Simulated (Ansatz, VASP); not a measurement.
## One calculation of Si24BMo12, two programs

```
Si Mo B
1.0
    -3.21694    3.21694    7.87334
     3.21694   -3.21694    7.87334
     4.82541    4.82541  -11.81001
Si Mo B
24 12 1
Direct
  0.33470 0.33323 0.00097
  0.16397 0.20976 0.02085
  0.33613 0.33331 0.33674
  0.16508 0.16214 0.32747
  0.33550 0.32845 0.66722
  0.16251 0.17028 0.66472
  0.37101 0.82515 0.02578
  0.16454 0.66771 0.99799
  0.32949 0.83489 0.33303
  0.16481 0.67015 0.33332
  0.33197 0.83515 0.66837
  0.17452 0.62862 0.64054
  0.82830 0.33543 0.00046
  0.66725 0.16087 0.99616
  0.82785 0.32985 0.32985
  0.66978 0.17183 0.33647
  0.83884 0.33242 0.67020
  0.66422 0.17139 0.66588
  0.82942 0.83714 0.00163
  0.67119 0.66413 0.99908
  0.83755 0.83462 0.33888
  0.66635 0.66354 0.32958
  0.78997 0.83573 0.64554
  0.66643 0.66495 0.66535
  0.00188 0.99981 0.99746
  0.99790 0.00178 0.33318
  0.99989 0.99781 0.66891
  0.99878 0.50321 0.99981
  0.99860 0.49632 0.33023
  0.00405 0.50691 0.66996
  0.49278 0.99564 0.99639
  0.50336 0.00109 0.33613
  0.49647 0.00092 0.66655
  0.50146 0.49400 0.99865
  0.49956 0.50016 0.33319
  0.50569 0.49820 0.66769
  0.12583 0.87390 0.83317
```

Alike in both runs: functional PBE; k mesh 1 × 1 × 1; occupations methfessel-paxton of order 1, width 0.1 eV; no spin polarisation.

Ansatz relaxed the structure, and its values are those at the end. VASP's run is a single point on that final structure, the one shown.

```csv
,VASP,Ansatz
version,VASP 6.6.1,Ansatz 0.2.0
potentials or method,"VASP PAW PBE potentials, release 64 (Si, Mo_sv, B), cutoff 520 eV",plane-wave PAW DFT
valence electrons in the cell,267,267
```

```tsv
	VASP	Ansatz	Ansatz less VASP
rms of the force components (eV/Å)	0.004	0.003	-0.0012
```
